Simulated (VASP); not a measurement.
# Si3C (P4/mmm) in VASP: a series of runs

Runs on Si3C. Level: PBE. Tasks: single point, relaxation of cell and atoms.

All numbers are computed with VASP 6.6.1; they aren't measurements. Logs are shortened: lines on timing, memory, paths and dates and some standing lists are left out, and cuts for length are marked.

## Step 1: The cell of the first run

Symmetry: P4/mmm, No. 123, tetragonal system. The conventional cell has a = 2.652 Å, b = 2.652 Å, c = 7.082 Å, α = 90.00°, β = 90.00°, γ = 90.00°. Si (site symmetry 4mm) has 4 C at 2.22 Å and 5 Si at 2.39 to 2.65 Å within 2.9 Å. Si (site symmetry 4/mmm) has 12 Si at 2.65 to 3.00 Å within 3.5 Å. C (site symmetry 4/mmm) has 8 Si at 2.22 Å and 4 C at 2.65 Å within 2.9 Å.

## Step 2: Single point, PBE

Input file INCAR:

```
PREC = Accurate
ENCUT = 520
EDIFF = 1E-7
ISMEAR = 0
SIGMA = 0.1
LREAL = F
LASPH = T
NELM = 60
ALGO = Normal
ISIF = 2
LWAVE = F
LCHARG = F
GGA = PE
NBANDS = 16
```

Input file KPOINTS:

```
Automatic mesh
0
Gamma
  6 6 2
```

Input file POSCAR:

```
Si3C
1.0
    2.6517100559      0.0000000000      0.0000000000
    0.0000000000      2.6517100559      0.0000000000
    0.0000000000      0.0000000000      7.0824831204
Si C
3 1
Direct
    0.0000000000      0.0000000000      0.8312955716
    0.5000000000      0.5000000000      0.5000000000
    0.0000000000      0.0000000000      0.1687044284
    0.5000000000      0.5000000000      0.0000000000
```

Potentials or basis: VASP PAW PBE potentials, release 64 (Si, C).

Command:

```
cat potpaw_PBE.64/Si/POTCAR potpaw_PBE.64/C/POTCAR > POTCAR
mpirun -np 1 vasp_std > vasp.out
```

OUTCAR:

```text
PREC = Accurate
   ENCUT = 520
   EDIFF = 1E-7
   ISMEAR = 0
   LREAL = F
   LASPH = T
   NELM = 60
   ISIF = 2
   GGA = PE

 ion  position               nearest neighbor table
   1  0.000  0.000  0.831-   4 2.22   4 2.22   4 2.22   4 2.22   3 2.39   2 3.00   2 3.00   2 3.00
                             2 3.00
   2  0.500  0.500  0.500-   1 3.00   3 3.00   1 3.00   3 3.00   1 3.00   3 3.00   1 3.00   3 3.00

   3  0.000  0.000  0.169-   4 2.22   4 2.22   4 2.22   4 2.22   1 2.39   2 3.00   2 3.00   2 3.00
                             2 3.00
   4  0.500  0.500  0.000-   1 2.22   3 2.22   1 2.22   3 2.22   1 2.22   3 2.22   1 2.22   3 2.22

  LATTYP: Found a simple tetragonal cell.
 ALAT       =     2.6517100559
 C/A-ratio  =     2.6709115895

  Lattice vectors:

 A1 = (   2.6517100559,   0.0000000000,   0.0000000000)
 A2 = (   0.0000000000,   2.6517100559,   0.0000000000)
 A3 = (   0.0000000000,   0.0000000000,   7.0824831204)

Analysis of symmetry for initial positions (statically):
=====================================================================
 Subroutine PRICEL returns:
 Original cell was already a primitive cell.

 Routine SETGRP: Setting up the symmetry group for a
 simple tetragonal supercell.

 Subroutine GETGRP returns: Found 16 space group operations
 (whereof 16 operations were pure point group operations)
 out of a pool of 16 trial point group operations.

The static configuration has the point symmetry D_4h.

Analysis of symmetry for dynamics (positions and initial velocities):
=====================================================================
 Subroutine PRICEL returns:
 Original cell was already a primitive cell.

 Routine SETGRP: Setting up the symmetry group for a
 simple tetragonal supercell.

 Subroutine GETGRP returns: Found 16 space group operations
 (whereof 16 operations were pure point group operations)
 out of a pool of 16 trial point group operations.

The dynamic configuration has the point symmetry D_4h.

 Subroutine INISYM returns: Found 16 space group operations
 (whereof 16 operations are pure point group operations),
 and found     1 'primitive' translations

----------------------------------------------------------------------------------------

                                     Primitive cell

  volume of cell :      49.8009

  direct lattice vectors                    reciprocal lattice vectors
     2.651710056  0.000000000  0.000000000     0.377115137  0.000000000  0.000000000
     0.000000000  2.651710056  0.000000000     0.000000000  0.377115137  0.000000000
     0.000000000  0.000000000  7.082483120     0.000000000  0.000000000  0.141193418

  length of vectors
     2.651710056  2.651710056  7.082483120     0.377115137  0.377115137  0.141193418

  position of ions in fractional coordinates (direct lattice)
     0.000000000  0.000000000  0.831295572
     0.500000000  0.500000000  0.500000000
     0.000000000  0.000000000  0.168704428
     0.500000000  0.500000000  0.000000000

  ion indices of the primitive-cell ions
   primitive index   ion index
                 1           1
                 2           2
                 3           3
                 4           4

----------------------------------------------------------------------------------------

 KPOINTS: Automatic mesh

Automatic generation of k-mesh.
 Grid dimensions read from file:
 generate k-points for:    6    6    2

 Generating k-lattice:

  Cartesian coordinates                     Fractional coordinates (reciprocal lattice)
     0.062852523  0.000000000  0.000000000     0.166666667  0.000000000  0.000000000
     0.000000000  0.062852523  0.000000000     0.000000000  0.166666667  0.000000000
     0.000000000  0.000000000  0.070596709     0.000000000  0.000000000  0.500000000

  Length of vectors
     0.062852523  0.062852523  0.070596709

  Shift w.r.t. Gamma in fractional coordinates (k-lattice)
     0.000000000  0.000000000  0.000000000

 Subroutine IBZKPT returns following result:
 ===========================================

 Found     20 irreducible k-points:

 Following reciprocal coordinates:
            Coordinates               Weight
  0.000000  0.000000  0.000000      1.000000
  0.166667  0.000000  0.000000      4.000000
  0.333333  0.000000  0.000000      4.000000
  0.500000  0.000000  0.000000      2.000000
  0.166667  0.166667  0.000000      4.000000
  0.333333  0.166667  0.000000      8.000000
[... 12 lines left out ...]
  0.500000  0.333333  0.500000      4.000000
  0.500000  0.500000  0.500000      1.000000
   k-points           NKPTS =     20   k-points in BZ     NKDIM =     20   number of bands    NBANDS=     16
   number of dos      NEDOS =    301   number of ions     NIONS =      4
   total plane-waves  NPLWV =  21600
   dimension x,y,z NGX =    20 NGY =   20 NGZ =   54
   dimension x,y,z NGXF=    40 NGYF=   40 NGZF=  108
   ions per type =               3   1
   NGX,Y,Z   is equivalent  to a cutoff of  12.54, 12.54, 12.68 a.u.
   NGXF,Y,Z  is equivalent  to a cutoff of  25.08, 25.08, 25.35 a.u.
 SYSTEM =  unknown system
   PREC   = accura    normal or accurate (medium, high low for compatibility)
   ISTART =      0    job   : 0-new  1-cont  2-samecut
   ICHARG =      2    charge: 1-file 2-atom 10-const
   ISPIN  =      1    spin polarized calculation?
   LNONCOLLINEAR =      F non collinear calculations
   LSORBIT =      F    spin-orbit coupling
   LASPH  =      T    aspherical Exc in radial PAW
   ENCUT  =  520.0 eV  38.22 Ry    6.18 a.u.   4.93  4.93 13.17*2*pi/ulx,y,z
   NELM   =     60;   NELMIN=  2; NELMDL= -5     # of ELM steps
   EDIFF  = 0.1E-06   stopping-criterion for ELM
   LREAL  =      F    real-space projection
   EDIFFG = 0.1E-05   stopping-criterion for IOM
   NSW    =      0    number of steps for IOM
   IBRION =     -1    ionic relax: 0-MD 1-quasi-New 2-CG
   NFREE  =      0    steps in history (QN), initial steepest desc. (CG)
   ISIF   =      2    stress and relaxation
   ISYM   =      2    0-nonsym 1-usesym 2-fastsym
   POTIM  = 0.5000    time-step for ionic-motion
   TEBEG  =    0.0;   TEEND  =   0.0 temperature during run
   PSTRESS=    0.0 pullay stress
   NELECT =      16.0000    total number of electrons
   NUPDOWN=      -1.0000    fix difference up-down
   EMIN   =  10.00;   EMAX   =-10.00  energy-range for DOS
   EFERMI =   0.00;   METHOD = LEGACY
   ISMEAR =     0;   SIGMA  =   0.10  broadening in eV -4-tet -1-fermi 0-gaus
   EFERMI_NEDOS =   21; number of points for ismear=-14 and -15
   IALGO  =     38    algorithm
   IMIX   =      4    mixing-type and parameters
     AMIX     =   0.40;   BMIX     =  1.00
     AMIX_MAG =   1.60;   BMIX_MAG =  1.00
  volume/ion in A,a.u.               =      12.45        84.02
  Fermi-wavevector in a.u.,A,eV,Ry     =   1.121250  2.118854 17.105252  1.257201
  Thomas-Fermi vector in A             =   2.257902
   LORBIT       =      0    0 simple, 1 ext, 2 COOP (PROOUT), +10 PAW based schemes
   GGA     = PE    functional components
   LHFCALC =     F    Hartree Fock is set to
   AEXX    =    0.0000 exact exchange contribution
   IVDW    =     0    specifies the selected vdW correction
   LEPSILON=     F    determine dielectric tensor
   LRPA    =     F    only Hartree local field effects (RPA)
 non-spin polarized calculation
 Gauss-broadening in eV      SIGMA  =   0.10
  energy-cutoff  :      520.00
  volume of cell :       49.80
 maximum number of plane-waves:      1364
 NGX is ok and might be reduce to    20
   NGX =  9   NGY =  9   NGZ = 27

 number of electron      16.0000000 magnetization

 Free energy of the ion-electron system (eV)
  ---------------------------------------------------
  ext. energy  EPLUGINS =         0.00000000
  ---------------------------------------------------
  free energy    TOTEN  =       -21.08847043 eV

  energy without entropy =      -21.08045611  energy(sigma->0) =      -21.08446327

 E-fermi :   9.8769     XC(G=0): -11.3884

 val. band max:        9.7948704491   @ k =   0.3333   0.1667   0.5000
 cond. band min:       9.9420961519   @ k =   0.5000   0.1667   0.0000
 fundamental gap:      0.1472257028
 Fermi energy:         9.8768512022

 k-point     1 :       0.0000    0.0000    0.0000
  band No.  band energies     occupation
      1      -7.0762      2.00000
      2      -1.9475      2.00000
      3      -1.8492      2.00000
      4       5.7238      2.00000
      5       5.9988      2.00000
      6       8.7534      2.00000
[... 8 lines left out ...]
     15      17.8852      0.00000
     16      17.9330      0.00000

 k-point     2 :       0.1667    0.0000    0.0000
  band No.  band energies     occupation
      1      -6.5503      2.00000
      2      -1.3903      2.00000
      3      -1.2880      2.00000
      4       5.4247      2.00000
      5       6.1902      2.00000
      6       6.6115      2.00000
[... 8 lines left out ...]
     15      18.4292      0.00000
     16      19.0013      0.00000

 k-point     3 :       0.3333    0.0000    0.0000
  band No.  band energies     occupation
      1      -4.9950      2.00000
      2       0.2396      2.00000
      3       0.3759      2.00000
      4       1.2897      2.00000
      5       6.4862      2.00000
      6       6.7804      2.00000
[... 8 lines left out ...]
     15      18.9551      0.00000
     16      19.3526      0.00000

 k-point     4 :       0.5000    0.0000    0.0000
  band No.  band energies     occupation
      1      -2.9393      2.00000
      2      -1.7462      2.00000
      3       2.5971      2.00000
      4       2.7385      2.00000
      5       3.5180      2.00000
      6       3.5422      2.00000
[... 8 lines left out ...]
     15      19.1823      0.00000
     16      19.8815      0.00000

 k-point     5 :       0.1667    0.1667    0.0000
  band No.  band energies     occupation
      1      -6.0269      2.00000
      2      -0.8345      2.00000
      3      -0.7292      2.00000
      4       5.7260      2.00000
      5       6.0782      2.00000
      6       6.6545      2.00000
[... 8 lines left out ...]
     15      18.4876      0.00000
     16      18.9455      0.00000

 k-point     6 :       0.3333    0.1667    0.0000
  band No.  band energies     occupation
      1      -4.4808      2.00000
      2       0.7874      2.00000
      3       0.9272      2.00000
      4       1.7937      2.00000
      5       6.9930      2.00000
      6       7.1525      2.00000
[... 8 lines left out ...]
     15      18.4890      0.00000
     16      18.7315      0.00000
[... 191 lines left out ...]
 k-point    17 :       0.5000    0.1667    0.5000
  band No.  band energies     occupation
      1      -2.4456      2.00000
      2      -1.1659      2.00000
      3       2.1744      2.00000
      4       2.8723      2.00000
      5       5.1287      2.00000
      6       7.1080      2.00000
[... 8 lines left out ...]
     15      18.0541      0.00000
     16      18.0996      0.00000

 k-point    18 :       0.3333    0.3333    0.5000
  band No.  band energies     occupation
      1      -2.9427      2.00000
      2       1.3913      2.00000
      3       3.1022      2.00000
      4       3.2722      2.00000
      5       4.8638      2.00000
      6       6.3358      2.00000
[... 8 lines left out ...]
     15      16.1686      0.00000
     16      16.3716      0.00000

 k-point    19 :       0.5000    0.3333    0.5000
  band No.  band energies     occupation
      1      -1.0563      2.00000
      2       0.4259      2.00000
      3       3.8158      2.00000
      4       4.4973      2.00000
      5       4.7201      2.00000
      6       6.6163      2.00000
[... 8 lines left out ...]
     15      14.9509      0.00000
     16      16.0972      0.00000

 k-point    20 :       0.5000    0.5000    0.5000
  band No.  band energies     occupation
      1       0.5964      2.00000
      2       2.2712      2.00000
      3       2.2712      2.00000
      4       4.4143      2.00000
      5       6.3569      2.00000
      6       6.5688      2.00000
[... 8 lines left out ...]
     15      11.9096      0.00000
     16      13.8168      0.00000

------------------------ aborting loop because EDIFF is reached ----------------------------------------

  FORCE on cell =-STRESS in cart. coord.  units (eV):
  Direction    XX          YY          ZZ          XY          YZ          ZX
  --------------------------------------------------------------------------------------
  -------------------------------------------------------------------------------------
  Total       -0.0113657     -0.0113657     -0.0715265      0.0000000      0.0000000      0.0000000
  in kB       -0.3656521     -0.3656521     -2.3011247      0.0000000      0.0000000      0.0000000
  external PRESSURE =      -1.0108096 kB  Pullay stress =       0.0000000 kB

 VOLUME and BASIS-vectors are now :
 -----------------------------------------------------------------------------
  energy-cutoff  :      520.00
  volume of cell :       49.80
      direct lattice vectors                 reciprocal lattice vectors
     2.651710056  0.000000000  0.000000000     0.377115137  0.000000000  0.000000000
     0.000000000  2.651710056  0.000000000     0.000000000  0.377115137  0.000000000
     0.000000000  0.000000000  7.082483120     0.000000000  0.000000000  0.141193418

 POSITION                                       TOTAL-FORCE (eV/Angst)
 -----------------------------------------------------------------------------------
      0.00000      0.00000      5.88764         0.000000     -0.000000      0.017826
      1.32586      1.32586      3.54124         0.000000      0.000000      0.000000
      0.00000      0.00000      1.19485        -0.000000     -0.000000     -0.017826
      1.32586      1.32586      0.00000         0.000000      0.000000      0.000000
 -----------------------------------------------------------------------------------
    total drift:                                0.000000     -0.000000     -0.000000

  FREE ENERGIE OF THE ION-ELECTRON SYSTEM (eV)
  ---------------------------------------------------
  free  energy   TOTEN  =       -21.0884704266 eV

  energy  without entropy=      -21.0804561141  energy(sigma->0) =      -21.08446327
```

Run time: 9.2 s. Hardware: 1 thread of AMD EPYC 7R13 (Zen 3), shared host; peak memory 0.12 GiB.

What came out:

- Free energy: -21.0885 eV
- Pressure: -0.1 GPa
- Largest force: 0.018 eV/Å
- Band gap on the k mesh: zero (band 8 reaches 12.67 eV, above the bottom of band 9 at 7.97 eV)

Forces on the atoms (eV/Å):
```
Si   0.000  0.000  0.018
Si   0.000  0.000  0.000
Si   0.000  0.000 -0.018
C    0.000  0.000  0.000
```

Stress tensor (GPa, compression positive):
```
-0.04  0.00  0.00
 0.00 -0.04  0.00
 0.00  0.00 -0.23
```

Levels at points of the mesh, in eV from the Fermi level:
```
           k point  band 5  band 6  band 7  band 8  band 9  band 10  band 11  band 12
(0.00, 0.00, 0.00)   -3.88   -1.12   -1.12    2.79    5.11     5.14     6.58     6.58
(0.50, 0.00, 0.00)   -6.36   -6.33   -0.36    0.44    0.86     1.10     2.47     6.92
(0.50, 0.50, 0.00)   -3.01   -2.44   -2.44   -2.18   -1.90    -1.90    -0.94    -0.41
(0.00, 0.00, 0.50)   -1.12   -1.12    0.55    2.08    3.18     5.38     5.97     5.97
(0.50, 0.00, 0.50)   -5.26   -3.30   -3.16   -2.93    0.86     4.65     5.39     6.50
(0.50, 0.50, 0.50)   -3.52   -3.31   -3.31   -1.86   -1.18     0.18     0.18     1.40
```

Caveat: the k points lie up to 0.44 Å⁻¹ apart.

(Part 1 of 3 ends here.)
